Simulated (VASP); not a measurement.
SrCl2, 3 atoms in the cell. Symmetry: Fm-3m, No. 225, cubic system. Conventional cell: a = 7.023 Å, b = 7.023 Å, c = 7.023 Å, α = 90.00°, β = 90.00°, γ = 90.00°. Within 4.0 Å of Sr (site symmetry m-3m) lie 8 Cl at 3.04 Å. Within 4.0 Å of Cl (site symmetry -43m) lie 4 Sr at 3.04 Å and 6 Cl at 3.51 Å. 

```yaml
Program: VASP 6.6.1
Task: single point
Functional: PBE
Potentials_or_basis: VASP PAW PBE potentials, release 64 (Sr_sv, Cl)
Cutoff: 520 eV
k_mesh: 6 × 6 × 6
Occupations: fermi-dirac, width 0.02 eV
Spin: no spin polarisation
Dipole_correction: no
Further_INCAR_settings: ALGO = Normal; EDIFF = 1e-06; NBANDS = 19
```

Potentials or basis: VASP PAW PBE potentials, release 64 (Sr_sv, Cl).

Command:

```bash
$ cat potpaw_PBE.64/Sr_sv/POTCAR potpaw_PBE.64/Cl/POTCAR > POTCAR
$ mpirun -np 1 vasp_std > vasp.out
```

Hardware: 1 thread of AMD EPYC 7R13 Processor (Zen 3), with other jobs on the host.

Q: Estimate the wall time of this run.

A: It took 32 s on 1 thread of AMD EPYC 7R13 Processor (Zen 3), on a shared host, peak memory 0.2 GiB. Counts: scf iterations 14, k points 16.
